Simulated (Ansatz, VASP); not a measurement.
# P: VASP beside Ansatz

```xyz
4
Lattice="0.0000 3.8330 6.9911 1.6056 0.0000 6.9911 1.6056 3.8330 0.0000" Properties=species:S:1:pos:R:3 pbc="T T T"
P     1.6056    3.8330   11.1912
P     0.8028    1.9165    0.7046
P     1.6056    3.8330    2.7910
P     0.8028    1.9165    6.2865
```

Alike in both runs: functional PBE; k mesh 16 × 16 × 16; occupations gaussian, width 0.1 eV; no spin polarisation.

Ansatz relaxed the structure, and its values are those at the end. VASP's run is a single point on that final structure, the one shown.

|  | VASP | Ansatz |
| --- | --- | --- |
| version | VASP 6.6.1 | Ansatz 0.2.0 |
| potentials or method | VASP PAW PBE potentials, release 64 (P), cutoff 520 eV | scalar-relativistic, plane waves, PAW |
| valence electrons in the cell | 20 | 20 |

```csv
,VASP,Ansatz,Ansatz less VASP
gap on the k mesh at the Fermi level (eV),none,none,-
pressure (GPa),-0.2,0.0,+0.22
rms of the force components (eV/Å),0.046,0.000,-0.0464
```

A gap of «none» marks a metal or a gap that the smearing closes.
